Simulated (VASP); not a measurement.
**GaAs: relaxation of cell and atoms with LDA**

The system is GaAs.

```xyz
2
Lattice="0.0000 2.8268 2.8268 2.8268 0.0000 2.8268 2.8268 2.8268 0.0000" Properties=species:S:1:pos:R:3 pbc="T T T"
Ga    0.0000    0.0000    0.0000
As    1.4134    1.4134    1.4134
```

```json
{"Program": "VASP 6.6.1", "Task": "relaxation of cell and atoms", "Functional": "LDA", "Potentials or basis": "VASP PAW LDA potentials, release 64 (Ga_d, As)", "Cutoff": "600 eV", "k mesh": "8 × 8 × 8", "Occupations": "fermi-dirac, width 0.02 eV", "Spin": "no spin polarisation", "Dipole correction": "no", "Further INCAR settings": "ALGO = Normal; EDIFF = 1e-06; IBRION = 2; EDIFFG = -0.01; NSW = 80; ISIF = 3"}
```

```json
{
 "Relaxed volume": "22.07 Å³/atom",
 "Relaxed cell": "a = 3.967 Å, b = 3.967 Å, c = 3.967 Å, α = 60.00°, β = 60.00°, γ = 60.00°",
 "Space group after relaxing (to 0.1 Å)": "F-43m (No. 216)",
 "Energy gained by relaxing": "2.7 meV/atom",
 "Ionic steps": "3",
 "Pressure after relaxing": "0.0 GPa",
 "Band gap on the k mesh": "0.51 eV"
}
```

Step by step:
```
step  energy change (eV)  largest force (eV/Å)  pressure (GPa)  volume (Å³)
   1              0.0000                0.0000           -1.65        45.18
   2             -0.0042                0.0000            0.78        43.67
   3             -0.0054                0.0000            0.01        44.14
```

Final structure:
```
Ga As
1.0
     0.00000    2.80509    2.80509
     2.80509    0.00000    2.80509
     2.80509    2.80509    0.00000
Ga As
1 1
Direct
  0.00000 0.00000 0.00000
  0.25000 0.25000 0.25000
```

Levels at points of the mesh, in eV from the valence-band top:
| k point | band 6 | band 7 | band 8 | band 9 | band 10 | band 11 | band 12 | band 13 |
| --- | --- | --- | --- | --- | --- | --- | --- | --- |
| (0.00, 0.00, 0.00) | -12.93 | 0.00 | 0.00 | 0.00 | 0.51 | 3.68 | 3.68 | 3.68 |
| (0.50, 0.00, 0.00) | -11.10 | -6.82 | -1.18 | -1.18 | 0.93 | 4.59 | 4.59 | 7.59 |
| (0.50, 0.50, 0.00) | -10.32 | -6.98 | -2.77 | -2.77 | 1.30 | 1.54 | 10.23 | 10.23 |

Run time: 34 s on 1 thread of Intel(R) Xeon(R) 6975P-C (Granite Rapids), with other jobs on the host, peak memory 0.17 GiB.

A k mesh can miss the band edges. LDA usually gives volumes a few per cent too small.
